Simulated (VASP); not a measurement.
AlRu:

```
CELL_PARAMETERS angstrom
2.99160 0.00000 0.00000
0.00000 2.99160 0.00000
0.00000 0.00000 2.99160
ATOMIC_POSITIONS crystal
Al 0.00000 0.00000 0.00000
Ru 0.50000 0.50000 0.50000
```

Base run:

- Program: VASP 6.6.1
- Functional: revPBE
- Potentials or basis: VASP PAW PBE potentials, release 64 (Al, Ru_pv)
- Cutoff: 520 eV
- k mesh: 9 × 9 × 9
- Occupations: methfessel-paxton, width 0.15 eV
- Spin: no spin polarisation

Its results: pressure 5.0 GPa.

**Question.** The run is repeated on the same cell with these changes: functional from revPBE to PBEsol. What comes out?

**Answer.** Pressure -3.3 GPa.

PBEsol binds more tightly than revPBE, so the same cell stands under less pressure.

Caveats: the PAW data sets were made with another functional, which shifts forces and pressure a little.
